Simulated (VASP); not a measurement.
Wanted: the native input for a VASP 6.6.1 run.

```yaml
Task: single point
Functional: PBE
Dispersion: D3(BJ)
Potentials_or_basis: VASP PAW PBE potentials, release 64 (O, C)
Cutoff: 520 eV
k_mesh: 1 × 1 × 1
Occupations: fermi-dirac, width 0.02 eV
Spin: collinear spin
Starting_moments: "[0.56, 0.56, 0.56, 0.56, 0.55, 0.56, 0.0, 0.0, 0.0, 0.0, 0.0, 0.0, 0.0, 0.0, 0.0] μB"
Dipole_correction: no
Further_INCAR_settings: LREAL = Auto; ALGO = Normal; EDIFF = 1e-06; NBANDS = 59
```

The structure of CO4 lies in POSCAR:

```
CO4
1.0
    7.1977620000      0.0000000000      0.0000000000
    0.0000000000      7.1977620000      0.0000000000
    0.0000000000      0.0000000000      7.1977620000
O C
12 3
Direct
    0.4017915569      0.5369168917      0.4678398647
    0.3299636748      0.6334607896      0.3528596806
   -0.1049353952      0.7862860706      0.5507545262
   -0.1674270419      0.6479930845      0.4676453598
    0.5916978083      0.0740507952      0.3467883489
    0.6739178095      0.1860995126      0.2551070736
    0.8349817624      0.0375116599      0.8767169573
    0.6593021553      0.2712648737      0.7326721834
    0.4148928514      0.6943547175      0.8313278489
    0.2154141801      0.4681316220      0.9522682189
    0.1915317567      0.1235522931      0.5332907645
    0.2539956170      0.0804555638      0.8466937362
    0.7480936436      0.1508246591      0.7974423161
    0.3157926033      0.5793884266      0.8927358254
    0.2214299389      0.1021845401      0.6911314934
```

The input as run:

INCAR

```
SYSTEM = CO4
PREC = Accurate
ENCUT = 520
EDIFF = 1E-6
ISMEAR = -1
SIGMA = 0.02
LREAL = Auto
LASPH = .True.
NELM = 150
ALGO = Normal
ISIF = 2
LWAVE = .False.
LCHARG = .True.
ISPIN = 2
MAGMOM = 0.56 0.56 0.56 0.56 0.55 0.56 0 0 0 0 0 0 0 0 0
LORBIT = 11
GGA = PE
IVDW = 12
LELF = .True.
LVHAR = .True.
NBANDS = 59
```

KPOINTS

```
Automatic mesh
0
Gamma
  1 1 1
  0 0 0
```

Potentials or basis: VASP PAW PBE potentials, release 64 (O, C).

The run is started by

```sh
$ cat potpaw_PBE.64/O/POTCAR potpaw_PBE.64/C/POTCAR > POTCAR
$ mpirun -np 1 vasp_gam > vasp.out
```

It gave:

| Quantity | Value |
| --- | --- |
| Pressure | 1.5 GPa |
| Largest force | 2.884 eV/Å |
| Band gap on the k mesh | 1.82 eV |
| Net moment | 6.00 μB per cell |
| Site moments | O +0.81, +0.80, +0.82, +0.00; C -0.00, +0.00 μB |
| Valence electrons inside the program's atomic spheres | O 4.94, 4.87, 5.14, 5.16, 5.17; C 2.74, 2.76, 2.79 |
| Dispersion energy per atom | -0.036 eV |

Caveat: the k points lie up to 0.87 Å⁻¹ apart; the standard files for N, O and F lose accuracy on very short bonds.

Run time: 74 s on 1 thread of Intel(R) Xeon(R) Platinum 8375C CPU @ 2.90GHz (Ice Lake), on a shared host, peak memory 0.47 GiB.
